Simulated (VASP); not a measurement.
Wanted: the native input for a VASP 6.6.1 run.

```yaml
Task: single point
Functional: PBE
Potentials_or_basis: VASP PAW PBE potentials, release 64 (Sr_sv)
Cutoff: 520 eV
k_mesh: 1 × 1 × 16
Occupations: gaussian, width 0.05 eV
Spin: collinear spin
Starting_moments: "[0.5, 0.5] μB"
Dipole_correction: no
Further_INCAR_settings: ALGO = Normal; EDIFF = 1e-06; NBANDS = 21
```

The structure of Sr lies in POSCAR:

```
Sr
1.0
   12.5000000000      0.0000000000      0.0000000000
    0.0000000000      9.3000000000      0.0000000000
    0.0000000000      0.0000000000      4.3495169275
Sr
2
Direct
    0.3579164771      0.5000000000      0.0000000000
    0.6420835229      0.5000000000      0.5000000000
```

One way to write it, as run:

INCAR

```
SYSTEM = Sr
PREC     = Accurate       ! precision mode
ENCUT    = 520            ! plane-wave cutoff, eV
EDIFF    = 1E-6           ! SCF threshold, eV
ISMEAR   = 0              ! smearing method
SIGMA    = 0.05           ! smearing width, eV
LREAL    = .FALSE.        ! projectors in reciprocal space
LASPH    = .TRUE.         ! aspherical terms in the spheres
NELM     = 150            ! most SCF steps
ALGO     = Normal         ! electronic algorithm
ISIF     = 2              ! what is computed and relaxed
LWAVE    = .FALSE.        ! write WAVECAR
LCHARG   = .TRUE.         ! write CHGCAR
ISPIN    = 2              ! spin polarisation
MAGMOM   = 0.5 0.5        ! initial moments
LORBIT   = 11             ! projections on sites
GGA      = PE             ! functional
LELF     = .TRUE.         ! ELF
LVHAR    = .TRUE.       
NBANDS   = 21             ! bands
```

KPOINTS

```
Automatic mesh
0
G
  1 1 16
  0 0 0
```

Potentials or basis: VASP PAW PBE potentials, release 64 (Sr_sv).

Launch:

```sh
$ cat potpaw_PBE.64/Sr_sv/POTCAR > POTCAR
$ mpirun -np 1 vasp_std > vasp.out
```

Results of the run:

```json
{
  "Net moment": "0.00 μB per cell",
  "Valence electrons inside the program's atomic spheres": "Sr 7.85"
}
```

Run time: 8.3 min on 1 thread of Intel Xeon 8259CL, on a shared host, peak memory 0.71 GiB.
